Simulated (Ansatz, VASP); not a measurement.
## One calculation of Y, two programs

File INCAR:

```
SYSTEM = Y
PREC = Accurate
ENCUT = 600
EDIFF = 1E-7
ISMEAR = 0
SIGMA = 0.1
LREAL = .False.
LASPH = .True.
NELM = 60
ALGO = Fast
ISIF = 3
LWAVE = .False.
LCHARG = .False.
GGA = PS
IBRION = 2
NSW = 70
EDIFFG = -0.005
```

File KPOINTS:

```
regular mesh
0
Gamma
  15 15 8
  0 0 0
```

The input POSCAR:

```
Y
1.0
    3.6571046552      0.0000000000      0.0000000000
   -1.8285523276      3.1671455357      0.0000000000
    0.0000000000      0.0000000000      5.6740659744
Y
2
Direct
    0.3333333333      0.6666666667      0.2500000000
    0.6666666667      0.3333333333      0.7500000000
```

Input for Ansatz:

```yaml
crystal:
  lattice:
    - [3.6571046533, 0.0, 0.0]
    - [-1.8285523267, 3.1671455341, 0.0]
    - [0.0, 0.0, 5.6740659736]
  atoms:
    - { symbol: "Y", position: [0.3333333333, 0.6666666667, 0.25] }
    - { symbol: "Y", position: [0.6666666667, 0.3333333333, 0.75] }
basis:
  ecutwfc: 420
kpoints:
  mp_grid: { grid: [15, 15, 8] }
hamiltonian:
  xc: pbesol
scf:
  occupations: { method: gaussian, width: 0.1 }
output:
  forces: true
  stress: true
  eigenvalues: true
relax:
  adjacent_minimum: "off"
  f_tol: 0.005
  max_steps: 50
  cell: { stress_tol: 0.05 }
```

Alike in both runs: task relaxation of cell and atoms; functional PBEsol; k mesh 15 × 15 × 8; occupations gaussian, width 0.1 eV; no spin polarisation.

```csv
,VASP,Ansatz
version,VASP 6.6.1,Ansatz 0.2.0
potentials or method,"VASP PAW PBE potentials, release 64 (Y_sv), cutoff 600 eV","scalar-relativistic, plane waves, PAW"
valence electrons in the cell,22,22
```

Ansatz gave:

| Property | Result |
| --- | --- |
| gap on the k mesh at the Fermi level, each at its own relaxed structure (eV) | none |
| relaxed volume (Å³/atom) | 31.31 |
| relaxed cell length with the largest relative difference (Å) | 3.599 |

Question: Estimate VASP's values.

Answer: gap on the k mesh at the Fermi level, each at its own relaxed structure (eV): none; relaxed volume (Å³/atom): 31.21; relaxed cell length with the largest relative difference (Å): 3.595.

VASP's potentials were made for PBE, not for PBEsol. A gap of «none» marks a metal or a gap that the smearing closes.
